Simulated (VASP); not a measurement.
# Al (I4mm) in VASP: further runs

Runs on Al. Level: PBEsol+D3(BJ). Tasks: single point.

Program: VASP 6.6.1. These are calculated values, not measurements. Logs are shortened: lines on timing, memory, paths and dates and some standing lists are left out, and cuts for length are marked.

## (1) The cell of the first run

The structure is tetragonal, space group I4mm (No. 107). Conventional cell: a = 5.604 Å, b = 5.604 Å, c = 7.925 Å, α = 90.00°, β = 90.00°, γ = 90.00°. Within 3.6 Å of Al (site symmetry 4mm) lie 12 Al at 2.73 to 2.87 Å. Within 3.6 Å of Al (site symmetry m) lie 12 Al at 2.73 to 2.87 Å. Within 3.7 Å of Al (site symmetry 2mm) lie 12 Al at 2.80 Å. Al (site symmetry 4mm) has 12 Al at 2.80 Å within 3.7 Å.

## (2) Single point, PBEsol+D3(BJ) (atom 1 (Al) moved +0.100 Å along Cartesian [0 1 0])

Contents of INCAR:

```
  PREC = Accurate
  ENCUT = 520
  EDIFF = 1E-7
  ISMEAR = 0
  SIGMA = 0.15
  LREAL = False
  LASPH = True
  NELM = 100
  ALGO = Fast
  ISIF = 2
  LWAVE = False
  LCHARG = True
  GGA = PS
  IVDW = 12
  LELF = True
  LVHAR = True
  NBANDS = 22
```

Contents of KPOINTS:

```
regular mesh
0
Gamma
  14 14 14
```

Contents of POSCAR:

```
Al
1.0
   -3.9625552280      3.9625552280      0.0000000000
   -3.9625552280      0.0000000000      3.9625552280
    0.0000000000      3.9625552280      3.9625552280
Al
8
Direct
    0.0126181207     -0.0126181207      0.0126181207
    0.5000000000      0.0000000000      0.0000000000
    0.0000000000      0.5000000000      0.0000000000
    0.0000000000      0.0000000000      0.5000000000
    0.5000000000      0.5000000000      0.0000000000
    0.5000000000      0.0000000000      0.5000000000
    0.0000000000      0.5000000000      0.5000000000
    0.5000000000      0.5000000000      0.5000000000
```

Potentials or basis: VASP PAW PBE potentials, release 64 (Al).

Run with:

```
$ cat potpaw_PBE.64/Al/POTCAR > POTCAR
$ mpirun -np 1 vasp_std > vasp.out
```

OUTCAR:

```text
PREC = Accurate
   ENCUT = 520
   EDIFF = 1E-7
   ISMEAR = 0
   LREAL = False
   LASPH = True
   NELM = 100
   ISIF = 2
   GGA = PS
   IVDW = 12
 IVDW          = 12

 ion  position               nearest neighbor table
   1  0.013  0.987  0.013-   2 2.73   4 2.73   5 2.73   7 2.73   3 2.80   3 2.80   6 2.80   6 2.80
                             7 2.87   5 2.87   2 2.87   4 2.87
   2  0.500  0.000  0.000-   1 2.73   5 2.80   6 2.80   4 2.80   6 2.80   8 2.80   3 2.80   5 2.80
                             8 2.80   3 2.80   4 2.80   1 2.87
   3  0.000  0.500  0.000-   5 2.80   7 2.80   4 2.80   7 2.80   8 2.80   2 2.80   4 2.80   2 2.80
                             5 2.80   8 2.80   1 2.80   1 2.80
   4  0.000  0.000  0.500-   1 2.73   6 2.80   7 2.80   2 2.80   3 2.80   3 2.80   7 2.80   8 2.80
                             2 2.80   6 2.80   8 2.80   1 2.87
   5  0.500  0.500  0.000-   1 2.73   2 2.80   3 2.80   8 2.80   6 2.80   7 2.80   8 2.80   2 2.80
                             6 2.80   3 2.80   7 2.80   1 2.87
   6  0.500  0.000  0.500-   2 2.80   4 2.80   8 2.80   2 2.80   5 2.80   5 2.80   7 2.80   8 2.80
                             4 2.80   7 2.80   1 2.80   1 2.80
   7  0.000  0.500  0.500-   1 2.73   3 2.80   4 2.80   8 2.80   3 2.80   5 2.80   4 2.80   6 2.80
                             5 2.80   6 2.80   8 2.80   1 2.87
   8  0.500  0.500  0.500-   5 2.80   6 2.80   7 2.80   2 2.80   3 2.80   5 2.80   2 2.80   4 2.80
                             6 2.80   3 2.80   4 2.80   7 2.80

  LATTYP: Found a face centered cubic cell.
 ALAT       =     7.9251104560

  Lattice vectors:

 A1 = (  -3.9625552280,   3.9625552280,   0.0000000000)
 A2 = (  -3.9625552280,   0.0000000000,   3.9625552280)
 A3 = (   0.0000000000,   3.9625552280,   3.9625552280)

Analysis of symmetry for initial positions (statically):
=====================================================================
 Subroutine PRICEL returns:
 Original cell was already a primitive cell.

 Routine SETGRP: Setting up the symmetry group for a
 face centered cubic supercell.

 Subroutine GETGRP returns: Found  8 space group operations
 (whereof  8 operations were pure point group operations)
 out of a pool of 48 trial point group operations.

The static configuration has the point symmetry C_4v.

Analysis of symmetry for dynamics (positions and initial velocities):
=====================================================================
 Subroutine PRICEL returns:
 Original cell was already a primitive cell.

 Routine SETGRP: Setting up the symmetry group for a
 face centered cubic supercell.

 Subroutine GETGRP returns: Found  8 space group operations
 (whereof  8 operations were pure point group operations)
 out of a pool of 48 trial point group operations.

The dynamic configuration has the point symmetry C_4v.

 Subroutine INISYM returns: Found  8 space group operations
 (whereof  8 operations are pure point group operations),
 and found     1 'primitive' translations

----------------------------------------------------------------------------------------

                                     Primitive cell

  volume of cell :     124.4388

  direct lattice vectors                    reciprocal lattice vectors
    -3.962555228  3.962555228  0.000000000    -0.126181207  0.126181207 -0.126181207
    -3.962555228  0.000000000  3.962555228    -0.126181207 -0.126181207  0.126181207
     0.000000000  3.962555228  3.962555228     0.126181207  0.126181207  0.126181207

  length of vectors
     5.603899345  5.603899345  5.603899345     0.218552261  0.218552261  0.218552261

  position of ions in fractional coordinates (direct lattice)
     0.012618121  0.987381879  0.012618121
     0.500000000  0.000000000  0.000000000
     0.000000000  0.500000000  0.000000000
     0.000000000  0.000000000  0.500000000
     0.500000000  0.500000000  0.000000000
     0.500000000  0.000000000  0.500000000
     0.000000000  0.500000000  0.500000000
     0.500000000  0.500000000  0.500000000

  ion indices of the primitive-cell ions
   primitive index   ion index
                 1           1
                 2           2
                 3           3
                 4           4
                 5           5
                 6           6
                 7           7
                 8           8

----------------------------------------------------------------------------------------

 KPOINTS: regular mesh

Automatic generation of k-mesh.
 Grid dimensions read from file:
 generate k-points for:   14   14   14

 Generating k-lattice:

  Cartesian coordinates                     Fractional coordinates (reciprocal lattice)
    -0.009012943  0.009012943 -0.009012943     0.071428571  0.000000000  0.000000000
    -0.009012943 -0.009012943  0.009012943     0.000000000  0.071428571  0.000000000
     0.009012943  0.009012943  0.009012943     0.000000000  0.000000000  0.071428571

  Length of vectors
     0.015610876  0.015610876  0.015610876

  Shift w.r.t. Gamma in fractional coordinates (k-lattice)
     0.000000000  0.000000000  0.000000000

 Subroutine IBZKPT returns following result:
 ===========================================

 Found    244 irreducible k-points:

 Following reciprocal coordinates:
            Coordinates               Weight
  0.000000  0.000000  0.000000      1.000000
  0.071429  0.000000  0.000000      8.000000
  0.142857  0.000000  0.000000      8.000000
  0.214286  0.000000  0.000000      8.000000
  0.285714  0.000000  0.000000      8.000000
  0.357143  0.000000  0.000000      8.000000
[... 16 lines left out ...]
 -0.428571  0.071429  0.000000     16.000000
  0.071429  0.000000 -0.428571      8.000000
 [... further k-points ...]
   k-points           NKPTS =    244   k-points in BZ     NKDIM =    244   number of bands    NBANDS=     22
   number of dos      NEDOS =    301   number of ions     NIONS =      8
   total plane-waves  NPLWV =  74088
   dimension x,y,z NGX =    42 NGY =   42 NGZ =   42
   dimension x,y,z NGXF=    84 NGYF=   84 NGZF=   84
   ions per type =               8
   NGX,Y,Z   is equivalent  to a cutoff of  12.46, 12.46, 12.46 a.u.
   NGXF,Y,Z  is equivalent  to a cutoff of  24.92, 24.92, 24.92 a.u.
 SYSTEM =  unknown system
   PREC   = accura    normal or accurate (medium, high low for compatibility)
   ISTART =      0    job   : 0-new  1-cont  2-samecut
   ICHARG =      2    charge: 1-file 2-atom 10-const
   ISPIN  =      1    spin polarized calculation?
   LNONCOLLINEAR =      F non collinear calculations
   LSORBIT =      F    spin-orbit coupling
   LASPH  =      T    aspherical Exc in radial PAW
   ENCUT  =  520.0 eV  38.22 Ry    6.18 a.u.  10.42 10.42 10.42*2*pi/ulx,y,z
   NELM   =    100;   NELMIN=  2; NELMDL= -5     # of ELM steps
   EDIFF  = 0.1E-06   stopping-criterion for ELM
   LREAL  =      F    real-space projection
   EDIFFG = 0.1E-05   stopping-criterion for IOM
   NSW    =      0    number of steps for IOM
   IBRION =     -1    ionic relax: 0-MD 1-quasi-New 2-CG
   NFREE  =      0    steps in history (QN), initial steepest desc. (CG)
   ISIF   =      2    stress and relaxation
   ISYM   =      2    0-nonsym 1-usesym 2-fastsym
   POTIM  = 0.5000    time-step for ionic-motion
   TEBEG  =    0.0;   TEEND  =   0.0 temperature during run
   PSTRESS=    0.0 pullay stress
   NELECT =      24.0000    total number of electrons
   NUPDOWN=      -1.0000    fix difference up-down
   EMIN   =  10.00;   EMAX   =-10.00  energy-range for DOS
   EFERMI =   0.00;   METHOD = LEGACY
   ISMEAR =     0;   SIGMA  =   0.15  broadening in eV -4-tet -1-fermi 0-gaus
   EFERMI_NEDOS =   21; number of points for ismear=-14 and -15
   IALGO  =     68    algorithm
   IMIX   =      4    mixing-type and parameters
     AMIX     =   0.40;   BMIX     =  1.00
     AMIX_MAG =   1.60;   BMIX_MAG =  1.00
  volume/ion in A,a.u.               =      15.55       104.97
  Fermi-wavevector in a.u.,A,eV,Ry     =   0.945859  1.787415 12.172452  0.894650
  Thomas-Fermi vector in A             =   2.073802
   LORBIT       =      0    0 simple, 1 ext, 2 COOP (PROOUT), +10 PAW based schemes
   GGA     = PS    functional components
   LHFCALC =     F    Hartree Fock is set to
   AEXX    =    0.0000 exact exchange contribution
   IVDW    =    12    specifies the selected vdW correction
   LEPSILON=     F    determine dielectric tensor
   LRPA    =     F    only Hartree local field effects (RPA)
 non-spin polarized calculation
 RMM-DIIS sequential band-by-band and
 Gauss-broadening in eV      SIGMA  =   0.15
  energy-cutoff  :      520.00
  volume of cell :      124.44
 maximum number of plane-waves:      3383
 NGX is ok and might be reduce to    42
   NGX = 21   NGY = 21   NGZ = 21

 number of electron      24.0000000 magnetization

 Free energy of the ion-electron system (eV)
  ---------------------------------------------------
  ext. energy  EPLUGINS =         0.00000000
  ---------------------------------------------------
  free energy    TOTEN  =       -32.66809550 eV

  energy without entropy =      -32.63045815  energy(sigma->0) =      -32.64927682

 E-fermi :   8.5800     XC(G=0): -10.4732

 val. band max:        8.5795042425   @ k =   0.5000   0.2857   0.0714
 cond. band min:       8.5807496716   @ k =   0.0714   0.5000   0.2857
 fundamental gap:      0.0012454291
 Fermi energy:         8.5800097205

 k-point     1 :       0.0000    0.0000    0.0000
  band No.  band energies     occupation
      1      -2.9684      2.00000
      2       3.7090      2.00000
      3       3.7364      2.00000
      4       3.7364      2.00000
      5       3.7421      2.00000
      6       4.1224      2.00000
[... 14 lines left out ...]
     21      14.4527      0.00000
     22      14.4588      0.00000

 k-point     2 :       0.0714    0.0000    0.0000
  band No.  band energies     occupation
      1      -2.9324      2.00000
      2       2.9744      2.00000
      3       3.5675      2.00000
      4       3.5888      2.00000
      5       3.6148      2.00000
      6       4.3121      2.00000
[... 14 lines left out ...]
     21      14.4807      0.00000
     22      14.9158      0.00000

 k-point     3 :       0.1429    0.0000    0.0000
  band No.  band energies     occupation
      1      -2.8243      2.00000
      2       2.1201      2.00000
      3       3.3702      2.00000
      4       3.3947      2.00000
      5       3.4216      2.00000
      6       4.7002      2.00000
[... 14 lines left out ...]
     21      14.5714      0.00000
     22      15.4949      0.00000

 k-point     4 :       0.2143    0.0000    0.0000
  band No.  band energies     occupation
      1      -2.6445      2.00000
      2       1.3223      2.00000
      3       3.2271      2.00000
      4       3.2529      2.00000
      5       3.2794      2.00000
      6       4.4612      2.00000
[... 14 lines left out ...]
     21      14.7225      0.00000
     22      15.9163      0.00000

 k-point     5 :       0.2857    0.0000    0.0000
  band No.  band energies     occupation
      1      -2.3931      2.00000
      2       0.5884      2.00000
      3       3.1481      2.00000
      4       3.1749      2.00000
      5       3.2007      2.00000
      6       4.0887      2.00000
[... 417 lines left out ...]
 k-point    22 :       0.0714    0.0000    0.5000
  band No.  band energies     occupation
      1      -1.3489      2.00000
      2      -1.0073      2.00000
      3       2.5732      2.00000
      4       2.9005      2.00000
      5       2.9107      2.00000
      6       3.8464      2.00000
[... 14 lines left out ...]
     21      13.1564      0.00000
     22      13.1671      0.00000

 k-point    23 :      -0.4286    0.0714    0.0000
  band No.  band energies     occupation
      1      -1.5008      2.00000
      2      -0.8322      2.00000
      3       2.4278      2.00000
      4       3.0545      2.00000
      5       3.0915      2.00000
      6       3.6921      2.00000
[... 14 lines left out ...]
     21      13.0841      0.00000
     22      13.9348      0.00000

 k-point    24 :       0.0714    0.0000   -0.4286
  band No.  band energies     occupation
      1      -1.5006      2.00000
      2      -0.8325      2.00000
      3       2.4301      2.00000
      4       3.0691      2.00000
      5       3.0747      2.00000
      6       3.7070      2.00000
[... 14 lines left out ...]
     21      13.0813      0.00000
     22      13.9322      0.00000

 [... further k-points ...]

------------------------ aborting loop because EDIFF is reached ----------------------------------------

 Edisp (eV)   -2.69647

 E8    (eV) :    -1.8159

  FORCE on cell =-STRESS in cart. coord.  units (eV):
  Direction    XX          YY          ZZ          XY          YZ          ZX
  --------------------------------------------------------------------------------------
  -------------------------------------------------------------------------------------
  Total       0.14333     0.16413     0.14333     0.00000     0.00000     0.00000
  in kB       1.84546     2.11318     1.84546     0.00000     0.00000     0.00000
  external pressure =        1.93 kB  Pullay stress =        0.00 kB

 VOLUME and BASIS-vectors are now :
 -----------------------------------------------------------------------------
  energy-cutoff  :      520.00
  volume of cell :      124.44
      direct lattice vectors                 reciprocal lattice vectors
    -3.962555228  3.962555228  0.000000000    -0.126181207  0.126181207 -0.126181207
    -3.962555228  0.000000000  3.962555228    -0.126181207 -0.126181207  0.126181207
     0.000000000  3.962555228  3.962555228     0.126181207  0.126181207  0.126181207

 POSITION                                       TOTAL-FORCE (eV/Angst)
 -----------------------------------------------------------------------------------
     -3.96256      0.10000      3.96256         0.000000     -0.562706     -0.000000
     -1.98128      1.98128      0.00000        -0.168311      0.150614     -0.000000
     -1.98128      0.00000      1.98128         0.000000     -0.028872     -0.000000
      0.00000      1.98128      1.98128         0.000000      0.150614      0.168311
     -3.96256      1.98128      1.98128         0.000000      0.150614     -0.168311
     -1.98128      3.96256      1.98128        -0.000000     -0.028872     -0.000000
     -1.98128      1.98128      3.96256         0.168311      0.150614     -0.000000
     -3.96256      3.96256      3.96256         0.000000      0.017996     -0.000000
 -----------------------------------------------------------------------------------
    total drift:                                0.000000      0.000002     -0.000000

  FREE ENERGIE OF THE ION-ELECTRON SYSTEM (eV)
  ---------------------------------------------------
  free  energy   TOTEN  =       -35.3645671110 eV

  energy  without entropy=      -35.3269297596  energy(sigma->0) =      -35.34574844
```

It took 6 min on 1 thread of Intel Xeon 6975P-C (Granite Rapids), shared host; peak memory 0.58 GiB.

Results:

- Free energy: -35.3646 eV
- Pressure: 0.2 GPa
- Largest force: 0.563 eV/Å
- Band gap on the k mesh: zero (bands 12 and 13 overlap by 2.85 eV)
- Dispersion energy per atom: -0.337 eV

Forces on the atoms (eV/Å):
```
Al   0.000 -0.563  0.000
Al  -0.168  0.151  0.000
Al   0.000 -0.029  0.000
Al   0.000  0.151  0.168
Al   0.000  0.151 -0.168
Al   0.000 -0.029  0.000
Al   0.168  0.151  0.000
Al   0.000  0.018  0.000
```

Caveat: the cell differs from its parent crystal (atom 1 (Al) moved +0.100 Å along Cartesian [0 1 0]); the PAW data sets were made with another functional, which shifts forces and pressure a little.

## (3) Single point, PBEsol+D3(BJ) (atom 1 (Al) moved +0.033 Å along Cartesian [0 1 0])

Contents of INCAR:

```
PREC     = Accurate       # precision mode
ENCUT    = 520            # plane-wave cutoff, eV
EDIFF    = 1E-7           # SCF threshold, eV
ISMEAR   = 0              # smearing method
SIGMA    = 0.15           # smearing width, eV
LREAL    = F              # projectors in reciprocal space
LASPH    = T              # aspherical terms in the spheres
NELM     = 60             # most SCF steps
ALGO     = Fast           # electronic algorithm
ISIF     = 2              # what is computed and relaxed
LWAVE    = F              # write WAVECAR
LCHARG   = T              # write CHGCAR
GGA      = PS             # functional
IVDW     = 12             # dispersion correction
LELF     = T              # ELF
LVHAR    = T            
NBANDS   = 22             # bands
```

Contents of KPOINTS:

```
Automatic mesh
0
Gamma
  14 14 14
```

POSCAR, as its differences from that of step 2:

```diff
@@ -8,3 +8,3 @@
 Direct
-    0.0126181207     -0.0126181207      0.0126181207
+    0.0042018342     -0.0042018342      0.0042018342
     0.5000000000      0.0000000000      0.0000000000
```

Potentials or basis: VASP PAW PBE potentials, release 64 (Al).

Run with:

```
$ cat potpaw_PBE.64/Al/POTCAR > POTCAR
$ mpirun -np 1 vasp_std > vasp.out
```

Wall time 5.4 min (1 thread of Intel Xeon 6975P-C (Granite Rapids), shared host); peak memory 0.58 GiB.

It converged, with:

```yaml
Free_energy: -35.3895 eV
Pressure: 0.1 GPa
Largest_force: 0.186 eV/Å
Band_gap_on_the_k_mesh: zero (bands 12 and 13 overlap by 2.86 eV)
Dispersion_energy_per_atom: -0.337 eV
```

Forces on the atoms (eV/Å):
```
Al   0.000 -0.186  0.000
Al  -0.056  0.050  0.000
Al   0.000 -0.010  0.000
Al   0.000  0.050  0.056
Al   0.000  0.050 -0.056
Al   0.000 -0.010  0.000
Al   0.056  0.050  0.000
Al   0.000  0.006  0.000
```

Levels at points of the mesh, in eV from the Fermi level:
| k point | band 10 | band 11 | band 12 | band 13 | band 14 | band 15 |
| --- | --- | --- | --- | --- | --- | --- |
| (0.00, 0.00, 0.00) | -3.06 | -3.06 | -3.06 | -1.63 | -1.63 | -1.63 |
| (0.50, 0.00, 0.00) | -0.80 | -0.80 | -0.79 | -0.78 | -0.77 | 3.54 |
| (0.50, 0.50, 0.00) | -0.92 | 0.04 | 0.05 | 1.19 | 1.21 | 1.24 |
| (0.50, 0.00, 0.50) | -0.90 | 0.04 | 0.04 | 1.23 | 1.23 | 1.23 |

Caveat: the cell differs from its parent crystal (atom 1 (Al) moved +0.033 Å along Cartesian [0 1 0]); the PAW data sets were made with another functional, which shifts forces and pressure a little.
